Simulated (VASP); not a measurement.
Set up this calculation in VASP 6.6.1, as the native input.

```yaml
Task: single point
Functional: PBE
Potentials_or_basis: VASP PAW PBE potentials, release 64 (Fe)
Cutoff: 520 eV
k_mesh: 16 × 16 × 16
Occupations: fermi-dirac, width 0.05 eV
Spin: collinear spin, ferromagnetic start
Starting_moments: "[3.0] μB"
Dipole_correction: no
Further_INCAR_settings: ALGO = Normal; EDIFF = 1e-07; NBANDS = 14
```

The structure of Fe lies in POSCAR:

```
Fe
1.0
    0.0000000000      1.9024384199      1.9253309689
    1.4681109357      0.0000000000      1.9253309689
    1.4681109357      1.9024384199      0.0000000000
Fe
1
Direct
    0.0000000000      0.0000000000      0.0000000000
```

The input as run:

INCAR

```
SYSTEM = Fe
ALGO = Normal
EDIFF = 1E-7
ENCUT = 520
GGA = PE
ISIF = 2
ISMEAR = -1
ISPIN = 2
LASPH = .TRUE.
LCHARG = .TRUE.
LELF = .TRUE.
LMAXMIX = 4
LORBIT = 11
LREAL = .FALSE.
LVHAR = .TRUE.
LWAVE = .FALSE.
MAGMOM = 3
NBANDS = 14
NELM = 150
PREC = Accurate
SIGMA = 0.05
```

KPOINTS

```
k-points
0
G
  16 16 16
  0 0 0
```

Potentials or basis: VASP PAW PBE potentials, release 64 (Fe).

Run with:

```sh
$ cat potpaw_PBE.64/Fe/POTCAR > POTCAR
$ mpirun -np 1 vasp_std > vasp.out
```

Results of the run:

```json
{
 "Pressure": "12.1 GPa",
 "Net moment": "2.09 μB per cell",
 "Site moments": "Fe +2.08 μB",
 "Valence electrons inside the program's atomic spheres": "Fe 7.39"
}
```

Caveat: the stress differs along the axes, from 5 to 17 GPa.

Run time: 4.2 min on 1 thread of Intel Xeon 8259CL (shared host), peak memory 0.25 GiB.
